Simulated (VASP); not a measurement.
The system is TcPt.

```xyz
4
Lattice="3.8850 0.0000 0.0000 0.0000 3.8850 0.0000 0.0000 0.0000 3.8850" Properties=species:S:1:pos:R:3 pbc="T T T"
Tc    0.0000    0.0000    0.0000
Tc    0.0000    1.9425    1.9425
Pt    1.9425    0.0000    1.9425
Pt    1.9425    1.9425    0.0000
```

```yaml
Program: VASP 6.6.1
Task: relaxation of cell and atoms
Functional: LDA
Potentials_or_basis: VASP PAW LDA potentials, release 64 (Tc_pv, Pt)
Cutoff: 600 eV
k_mesh: 6 × 6 × 6
Occupations: fermi-dirac, width 0.05 eV
Spin: no spin polarisation
```

At the start: pressure -10.6 GPa; volume 14.66 Å³/atom.

Task: How do energy, volume and symmetry change on relaxing?

Result: Over 9 steps the energy falls by 40.8 meV/atom and the volume is 14.14 Å³/atom (-3.5 %); space group P4/mmm (No. 123, to 0.1 Å) before and after.

The path:
| step | energy change (eV) | largest force (eV/Å) | pressure (GPa) | volume (Å³) |
| --- | --- | --- | --- | --- |
| 1 | 0.0000 | 0.0000 | -10.63 | 58.64 |
| 2 | 0.6337 | 0.0000 | 48.36 | 50.70 |
| 3 | -0.1141 | 0.0000 | 2.00 | 56.28 |
| 4 | -0.1144 | 0.0000 | 2.62 | 56.17 |
| 5 | -0.1606 | 0.0000 | 0.40 | 56.51 |
| 6 | -0.1631 | 0.0000 | 0.70 | 56.46 |
| 7 | -0.1630 | 0.0000 | 0.67 | 56.46 |
| 8 | -0.1618 | 0.0000 | -1.68 | 56.86 |
| 9 | -0.1633 | 0.0000 | -0.03 | 56.58 |

Final structure:
```
CELL_PARAMETERS angstrom
3.98273 0.00000 0.00000
0.00000 3.76912 0.00000
0.00000 0.00000 3.76912
ATOMIC_POSITIONS crystal
Tc 0.00000 0.00000 0.00000
Tc 0.00000 0.50000 0.50000
Pt 0.50000 0.00000 0.50000
Pt 0.50000 0.50000 0.00000
```
